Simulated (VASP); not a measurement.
Runs of VASP 6.6.1 on Au. The structure is that of space group Im-3m (No. 229), or close to it. The cells are those of the table. 

```csv
task,cell,k mesh for the DOS,occupations for the DOS,gap on the mesh (eV),pressure (GPa)
single point,"a = 2.282 Å, angles 109.5°, 1 atom",-,-,none,(a)
single point,"a = 2.412 Å, angles 109.5°, 1 atom",-,-,none,(b)
single point,"a = 2.638 Å, angles 109.5°, 1 atom",-,-,none,50.1
single point,"a = 2.530 Å, angles 109.5°, 1 atom",-,-,none,124.3
single point,"a = 2.785 Å, angles 109.5°, 1 atom",-,-,none,0.5
```

Alike in all rows: level LDA; potentials or basis VASP PAW LDA potentials, release 64 (Au); no spin polarisation; k mesh 17 × 17 × 17; cutoff (eV) 520; smearing fermi-dirac 0.1 eV.

**Question.** Fill in the values left out.

**Answer.** (a) 581.0; (b) 272.1.

Caveats: spin-orbit coupling is left out, which moves the levels of the heavy elements.

A k mesh can miss the band edges, and the runs leave out spin-orbit coupling on Au.

A gap of «none» marks levels without a gap at the run's occupations.
